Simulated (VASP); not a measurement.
# NbSb in VASP: a series of runs

Runs on NbSb. Level: PBE. Tasks: single point.

Program: VASP 6.6.1. These are calculated values, not measurements. Logs are shortened: lines on timing, memory, paths and dates and some standing lists are left out, and cuts for length are marked.

**1. The cell of the first run**

It takes space group P4/nmm (No. 129, tetragonal). The conventional cell has a = 3.591 Å, b = 3.591 Å, c = 6.512 Å, α = 90.00°, β = 90.00°, γ = 90.00°. Within 3.8 Å of Nb (site symmetry 4mm) lie 6 Sb at 2.85 to 3.52 Å and 8 Nb at 3.05 to 3.59 Å. Within 3.8 Å of Sb (site symmetry 4mm) lie 6 Nb at 2.85 to 3.52 Å and 8 Sb at 3.38 to 3.59 Å.

The cell was generated, and may not be a known phase.

**2. Single point, PBE**

The input, INCAR:

```
  PREC = Accurate
  ENCUT = 520
  EDIFF = 1E-6
  ISMEAR = 0
  SIGMA = 0.1
  LREAL = F
  LASPH = T
  NELM = 60
  ALGO = Normal
  ISIF = 2
  LWAVE = F
  LCHARG = F
  GGA = PE
  NBANDS = 26
```

The input, KPOINTS:

```
regular mesh
0
Gamma
  14 14 8
```

The input, POSCAR:

```
NbSb
1.0
    3.5910358000      0.0000000000      0.0000000000
    0.0000000000      3.5910358000      0.0000000000
    0.0000000000      0.0000000000      6.5124536000
Nb Sb
2 2
Direct
    0.5000000000      0.0000000000      0.8698770000
    0.0000000000      0.5000000000      0.1301230000
    0.5000000000      0.0000000000      0.3293070000
    0.0000000000      0.5000000000      0.6706930000
```

Potentials or basis: VASP PAW PBE potentials, release 64 (Nb_sv, Sb).

The run is started by

```bash
> cat potpaw_PBE.64/Nb_sv/POTCAR potpaw_PBE.64/Sb/POTCAR > POTCAR
> mpirun -np 1 vasp_std > vasp.out
```

OUTCAR:

```text
PREC = Accurate
   ENCUT = 520
   EDIFF = 1E-6
   ISMEAR = 0
   LREAL = F
   LASPH = T
   NELM = 60
   ISIF = 2
   GGA = PE

 ion  position               nearest neighbor table
   1  0.500  0.000  0.870-   4 2.85   4 2.85   4 2.85   4 2.85   3 2.99
   2  0.000  0.500  0.130-   3 2.85   3 2.85   3 2.85   3 2.85   4 2.99
   3  0.500  0.000  0.329-   2 2.85   2 2.85   2 2.85   2 2.85   1 2.99   4 3.38   4 3.38   4 3.38
                             4 3.38
   4  0.000  0.500  0.671-   1 2.85   1 2.85   1 2.85   1 2.85   2 2.99   3 3.38   3 3.38   3 3.38
                             3 3.38

  LATTYP: Found a simple tetragonal cell.
 ALAT       =     3.5910358000
 C/A-ratio  =     1.8135306810

  Lattice vectors:

 A1 = (   3.5910358000,   0.0000000000,   0.0000000000)
 A2 = (   0.0000000000,   3.5910358000,   0.0000000000)
 A3 = (   0.0000000000,   0.0000000000,   6.5124536000)

Analysis of symmetry for initial positions (statically):
=====================================================================
 Subroutine PRICEL returns:
 Original cell was already a primitive cell.

 Routine SETGRP: Setting up the symmetry group for a
 simple tetragonal supercell.

 Subroutine GETGRP returns: Found 16 space group operations
 (whereof  8 operations were pure point group operations)
 out of a pool of 16 trial point group operations.

The static configuration has the point symmetry D_2d.
 The point group associated with its full space group is D_4h.

Analysis of symmetry for dynamics (positions and initial velocities):
=====================================================================
 Subroutine PRICEL returns:
 Original cell was already a primitive cell.

 Routine SETGRP: Setting up the symmetry group for a
 simple tetragonal supercell.

 Subroutine GETGRP returns: Found 16 space group operations
 (whereof  8 operations were pure point group operations)
 out of a pool of 16 trial point group operations.

The dynamic configuration has the point symmetry D_2d.
 The point group associated with its full space group is D_4h.

 Subroutine INISYM returns: Found 16 space group operations
 (whereof  8 operations are pure point group operations),
 and found     1 'primitive' translations

[... 96 lines left out ...]
   ENCUT  =  520.0 eV  38.22 Ry    6.18 a.u.   6.68  6.68 12.11*2*pi/ulx,y,z
   NELM   =     60;   NELMIN=  2; NELMDL= -5     # of ELM steps
   EDIFF  = 0.1E-05   stopping-criterion for ELM
   LREAL  =      F    real-space projection
   EDIFFG = 0.1E-04   stopping-criterion for IOM
   NSW    =      0    number of steps for IOM
   IBRION =     -1    ionic relax: 0-MD 1-quasi-New 2-CG
   NFREE  =      0    steps in history (QN), initial steepest desc. (CG)
   ISIF   =      2    stress and relaxation
   ISYM   =      2    0-nonsym 1-usesym 2-fastsym
   POTIM  = 0.5000    time-step for ionic-motion
   TEBEG  =    0.0;   TEEND  =   0.0 temperature during run
   PSTRESS=    0.0 pullay stress
   NELECT =      36.0000    total number of electrons
   NUPDOWN=      -1.0000    fix difference up-down
   EMIN   =  10.00;   EMAX   =-10.00  energy-range for DOS
   EFERMI =   0.00;   METHOD = LEGACY
   ISMEAR =     0;   SIGMA  =   0.10  broadening in eV -4-tet -1-fermi 0-gaus
   EFERMI_NEDOS =   21; number of points for ismear=-14 and -15
   IALGO  =     38    algorithm
   IMIX   =      4    mixing-type and parameters
     AMIX     =   0.40;   BMIX     =  1.00
     AMIX_MAG =   1.60;   BMIX_MAG =  1.00
  volume/ion in A,a.u.               =      21.00       141.68
  Fermi-wavevector in a.u.,A,eV,Ry     =   1.234376  2.332633 20.730996  1.523685
  Thomas-Fermi vector in A             =   2.369069
   LORBIT       =      0    0 simple, 1 ext, 2 COOP (PROOUT), +10 PAW based schemes
   GGA     = PE    functional components
   LHFCALC =     F    Hartree Fock is set to
   AEXX    =    0.0000 exact exchange contribution
   IVDW    =     0    specifies the selected vdW correction
   LEPSILON=     F    determine dielectric tensor
   LRPA    =     F    only Hartree local field effects (RPA)
 non-spin polarized calculation
 Gauss-broadening in eV      SIGMA  =   0.10
  energy-cutoff  :      520.00
  volume of cell :       83.98
 maximum number of plane-waves:      2280
 NGX is ok and might be reduce to    28

 number of electron      35.9999999 magnetization

 Free energy of the ion-electron system (eV)
  ---------------------------------------------------
  ext. energy  EPLUGINS =         0.00000000
  ---------------------------------------------------
  free energy    TOTEN  =       -29.58605208 eV

  energy without entropy =      -29.57960974  energy(sigma->0) =      -29.58283091

 E-fermi :  10.7057     XC(G=0): -11.4932

 val. band max:       10.7016880612   @ k =   0.1429   0.0000   0.0000
 cond. band min:      10.7124282559   @ k =   0.2143   0.0000   0.3750
 fundamental gap:      0.0107401947
 Fermi energy:        10.7056934080

 k-point     1 :       0.0000    0.0000    0.0000
  band No.  band energies     occupation
      1     -44.4461      2.00000
      2     -44.3500      2.00000
      3     -20.5783      2.00000
      4     -20.5737      2.00000
      5     -20.5737      2.00000
      6     -20.3602      2.00000
[... 685 lines left out ...]
     25      15.1309      0.00000
     26      15.4012      0.00000

 [... further k-points ...]

------------------------ aborting loop because EDIFF is reached ----------------------------------------

  FORCE on cell =-STRESS in cart. coord.  units (eV):
  Direction    XX          YY          ZZ          XY          YZ          ZX
  --------------------------------------------------------------------------------------
  -------------------------------------------------------------------------------------
  Total       -0.1506577     -0.1506577     -0.0813770      0.0000000     -0.0000000      0.0000000
  in kB       -2.8742061     -2.8742061     -1.5524880      0.0000000     -0.0000000      0.0000000
  external PRESSURE =      -2.4336334 kB  Pullay stress =       0.0000000 kB

 VOLUME and BASIS-vectors are now :
 -----------------------------------------------------------------------------
  energy-cutoff  :      520.00
  volume of cell :       83.98
      direct lattice vectors                 reciprocal lattice vectors
     3.591035800  0.000000000  0.000000000     0.278471187  0.000000000  0.000000000
     0.000000000  3.591035800  0.000000000     0.000000000  0.278471187  0.000000000
     0.000000000  0.000000000  6.512453600     0.000000000  0.000000000  0.153551958

 POSITION                                       TOTAL-FORCE (eV/Angst)
 -----------------------------------------------------------------------------------
      1.79552      0.00000      5.66503         0.000000      0.000000     -0.010639
      0.00000      1.79552      0.84742        -0.000000      0.000000      0.010639
      1.79552      0.00000      2.14460         0.000000      0.000000      0.004677
      0.00000      1.79552      4.36786        -0.000000      0.000000     -0.004677
 -----------------------------------------------------------------------------------
    total drift:                                0.000000      0.000000      0.000000

  FREE ENERGIE OF THE ION-ELECTRON SYSTEM (eV)
  ---------------------------------------------------
  free  energy   TOTEN  =       -29.5860520829 eV

  energy  without entropy=      -29.5796097396  energy(sigma->0) =      -29.58283091
```

OSZICAR:

```text
N       E                     dE             d eps       ncg     rms          rms(c)
DAV:   1     0.358184320114E+03    0.35818E+03   -0.17668E+04  9368   0.131E+03
DAV:   2    -0.999350874954E+00   -0.35918E+03   -0.35020E+03 12300   0.468E+02
DAV:   3    -0.283472936535E+02   -0.27348E+02   -0.26843E+02 16070   0.101E+02
DAV:   4    -0.307396387536E+02   -0.23923E+01   -0.23719E+01 14536   0.261E+01
DAV:   5    -0.308285521275E+02   -0.88913E-01   -0.88849E-01 15432   0.454E+00    0.987E+00
DAV:   6    -0.297399052366E+02    0.10886E+01   -0.32982E+00 14268   0.129E+01    0.344E+00
DAV:   7    -0.295967389719E+02    0.14317E+00   -0.59912E-01 13382   0.415E+00    0.213E+00
DAV:   8    -0.295855281464E+02    0.11211E-01   -0.11576E-01 14220   0.262E+00    0.865E-01
DAV:   9    -0.295859986765E+02   -0.47053E-03   -0.15474E-02 12862   0.104E+00    0.266E-01
DAV:  10    -0.295860796005E+02   -0.80924E-04   -0.43580E-03 12634   0.461E-01    0.597E-02
DAV:  11    -0.295860436498E+02    0.35951E-04   -0.42035E-04 15052   0.175E-01    0.273E-02
DAV:  12    -0.295860540185E+02   -0.10369E-04   -0.33174E-05 13244   0.442E-02    0.109E-02
DAV:  13    -0.295860524748E+02    0.15437E-05   -0.31801E-06 10022   0.213E-02    0.335E-03
DAV:  14    -0.295860520829E+02    0.39190E-06   -0.79948E-07  6194   0.119E-02
   1 F= -.29586052E+02 E0= -.29582831E+02  d E =-.644234E-02
```

It took 8.3 min on 1 thread of Intel Xeon 8259CL, shared host; peak memory 0.44 GiB.

What came out:

| Quantity | Value |
| --- | --- |
| Free energy | -29.5861 eV |
| Pressure | -0.2 GPa |
| Largest force | 0.011 eV/Å |
| Band gap on the k mesh | zero (bands 18 and 19 overlap by 0.43 eV) |

Forces in eV/Å, atoms in the order of the input:
```
Nb   0.000  0.000 -0.011
Nb   0.000  0.000  0.011
Sb   0.000  0.000  0.005
Sb   0.000  0.000 -0.005
```

Caveat: spin-orbit coupling is left out, which moves the levels of the heavy elements.

**3. Single point, PBE**

This run uses another cell than the first one: it holds 8 atoms, not 4.

The input, INCAR:

```
  PREC = Accurate
  ENCUT = 520
  EDIFF = 1E-7
  ISMEAR = 0
  SIGMA = 0.2
  LREAL = F
  LASPH = T
  NELM = 80
  ALGO = Normal
  ISIF = 2
  LWAVE = F
  LCHARG = F
  GGA = PE
  NBANDS = 46
```

The input, KPOINTS:

```
regular mesh
0
Gamma
  6 4 4
```

The input, POSCAR:

```
NbSb
1.0
   -3.5808682745     -0.0000464849      0.0000840824
   -0.0002371302      0.0001320987     -6.5394101046
    0.0000968536     -7.1819608774      0.0000743069
Nb Sb
4 4
Direct
    0.4999974353      0.1297093167     -0.0000000435
    0.4999932490      0.1297407418      0.5000072214
    0.0000071707      0.8702694557      0.7500002623
    0.0000035444      0.8702797821      0.2499928754
    0.5000098394      0.6709956750     -0.0000033100
    0.5000141871      0.6710096550      0.4999901587
   -0.0000145599      0.3290023255      0.7500169801
   -0.0000108662      0.3289930483      0.2499958555
```

Potentials or basis: VASP PAW PBE potentials, release 64 (Nb_sv, Sb).

The run is started by

```bash
> cat potpaw_PBE.64/Nb_sv/POTCAR potpaw_PBE.64/Sb/POTCAR > POTCAR
> mpirun -np 1 vasp_std > vasp.out
```

OUTCAR:

```text
PREC = Accurate
   ENCUT = 520
   EDIFF = 1E-7
   ISMEAR = 0
   LREAL = F
   LASPH = T
   NELM = 80
   ISIF = 2
   GGA = PE

 ion  position               nearest neighbor table
   1  0.500  0.130  1.000-   8 2.85   7 2.85   8 2.85   7 2.85   5 3.00
   2  0.500  0.130  0.500-   7 2.85   7 2.85   8 2.85   8 2.85   6 3.00
   3  0.000  0.870  0.750-   6 2.85   6 2.85   5 2.85   5 2.85   7 3.00
   4  0.000  0.870  0.250-   5 2.85   6 2.85   5 2.85   6 2.85   8 3.00
   5  0.500  0.671  1.000-   4 2.85   4 2.85   3 2.85   3 2.85   1 3.00   7 3.38   7 3.38   8 3.38
                             8 3.38   6 3.59   6 3.59
   6  0.500  0.671  0.500-   3 2.85   3 2.85   4 2.85   4 2.85   2 3.00   8 3.38   8 3.38   7 3.38
                             7 3.38   5 3.59   5 3.59
   7  1.000  0.329  0.750-   2 2.85   1 2.85   2 2.85   1 2.85   3 3.00   5 3.38   5 3.38   6 3.38
                             6 3.38   8 3.59   8 3.59
   8  1.000  0.329  0.250-   1 2.85   1 2.85   2 2.85   2 2.85   4 3.00   6 3.38   5 3.38   6 3.38
                             5 3.38   7 3.59   7 3.59

  LATTYP: Found a simple monoclinic cell.
 ALAT       =     7.1819608784
 B/A-ratio  =     0.4985920052
[... 204 lines left out ...]
  band No.  band energies     occupation
      1     -44.4643      2.00000
      2     -44.4093      2.00000
      3     -44.4093      2.00000
      4     -44.3674      2.00000
      5     -20.7175      2.00000
      6     -20.7175      2.00000
[... 1165 lines left out ...]
     45      12.9185      0.00000
     46      13.1062      0.00000

 [... further k-points ...]

------------------------ aborting loop because EDIFF is reached ----------------------------------------

  FORCE on cell =-STRESS in cart. coord.  units (eV):
  Direction    XX          YY          ZZ          XY          YZ          ZX
  --------------------------------------------------------------------------------------
  -------------------------------------------------------------------------------------
  Total       -0.1433695     -0.1806592     -0.2884182      0.0000744      0.0025120     -0.0007715
  in kB       -1.3658321     -1.7210783     -2.7476617      0.0007086      0.0239307     -0.0073502
  external PRESSURE =      -1.9448574 kB  Pullay stress =       0.0000000 kB

 VOLUME and BASIS-vectors are now :
 -----------------------------------------------------------------------------
  energy-cutoff  :      520.00
  volume of cell :      168.18
      direct lattice vectors                 reciprocal lattice vectors
    -3.580868274 -0.000046485  0.000084082    -0.279261878 -0.000003766  0.000010126
    -0.000237130  0.000132099 -6.539410105    -0.000003591 -0.000001582 -0.152918992
     0.000096854 -7.181960877  0.000074307     0.000001807 -0.139237740 -0.000002813

 POSITION                                       TOTAL-FORCE (eV/Angst)
 -----------------------------------------------------------------------------------
     -1.79036     -7.18197     -0.84811         0.000058     -0.000068     -0.013447
     -1.79039     -3.59104     -0.84835        -0.000056      0.000476     -0.012064
     -0.00016     -5.38636     -5.69099         0.000081     -0.000027      0.012525
     -0.00019     -1.79532     -5.69110        -0.000017     -0.000351      0.012981
     -1.79053     -7.18187     -4.38780         0.000122     -0.000040     -0.016631
     -1.79060     -3.59084     -4.38793         0.000231     -0.000154     -0.016234
     -3.58082     -5.38660     -2.15134        -0.000256      0.000649      0.016519
     -3.58088     -1.79546     -2.15132        -0.000163     -0.000484      0.016352
 -----------------------------------------------------------------------------------
    total drift:                                0.000001      0.000002      0.000123

  FREE ENERGIE OF THE ION-ELECTRON SYSTEM (eV)
  ---------------------------------------------------
  free  energy   TOTEN  =       -59.1462175796 eV

  energy  without entropy=      -59.0798052238  energy(sigma->0) =      -59.11301140
```

OSZICAR:

```text
N       E                     dE             d eps       ncg     rms          rms(c)
DAV:   1     0.802615128663E+03    0.80262E+03   -0.34883E+04  4872   0.149E+03
DAV:   2     0.102662351527E+02   -0.79235E+03   -0.77492E+03  6266   0.540E+02
DAV:   3    -0.537755033182E+02   -0.64042E+02   -0.62678E+02  6952   0.124E+02
DAV:   4    -0.613251188528E+02   -0.75496E+01   -0.74873E+01  8496   0.403E+01
DAV:   5    -0.616167189387E+02   -0.29160E+00   -0.29068E+00  7558   0.682E+00    0.139E+01
DAV:   6    -0.594478959371E+02    0.21688E+01   -0.77063E+00  7258   0.146E+01    0.490E+00
DAV:   7    -0.591552235469E+02    0.29267E+00   -0.13169E+00  6564   0.470E+00    0.293E+00
DAV:   8    -0.591448502931E+02    0.10373E-01   -0.26218E-01  7302   0.281E+00    0.120E+00
DAV:   9    -0.591477373141E+02   -0.28870E-02   -0.68194E-02  7344   0.137E+00    0.491E-01
DAV:  10    -0.591468133248E+02    0.92399E-03   -0.27347E-02  7260   0.101E+00    0.210E-01
DAV:  11    -0.591463141953E+02    0.49913E-03   -0.69375E-03  7608   0.586E-01    0.990E-02
DAV:  12    -0.591462119016E+02    0.10229E-03   -0.97780E-04  6954   0.196E-01    0.347E-02
DAV:  13    -0.591462229386E+02   -0.11037E-04   -0.13106E-04  7992   0.720E-02    0.185E-02
DAV:  14    -0.591462224432E+02    0.49534E-06   -0.20241E-05  7808   0.347E-02    0.112E-02
DAV:  15    -0.591462194526E+02    0.29906E-05   -0.49083E-06  7384   0.180E-02    0.454E-03
DAV:  16    -0.591462176303E+02    0.18223E-05   -0.92604E-07  6352   0.788E-03    0.149E-03
DAV:  17    -0.591462175796E+02    0.50716E-07   -0.14416E-07  3624   0.248E-03
   1 F= -.59146218E+02 E0= -.59113011E+02  d E =-.664124E-01
```

Wall time 14 min (1 thread of Intel Xeon 8259CL, shared host); peak memory 0.46 GiB.

What came out:

* Free energy: -59.1462 eV
* Pressure: -0.2 GPa
* Largest force: 0.017 eV/Å
* Band gap on the k mesh: zero (bands 36 and 37 overlap by 0.29 eV)

Forces on the atoms (eV/Å):
```
Nb   0.000  0.000 -0.013
Nb   0.000  0.000 -0.012
Nb   0.000  0.000  0.013
Nb   0.000  0.000  0.013
Sb   0.000  0.000 -0.017
Sb   0.000  0.000 -0.016
Sb   0.000  0.001  0.017
Sb   0.000  0.000  0.016
```

Caveat: spin-orbit coupling is left out, which moves the levels of the heavy elements.

The gap in the log of VASP goes by the Fermi energy; the results here count the filled bands.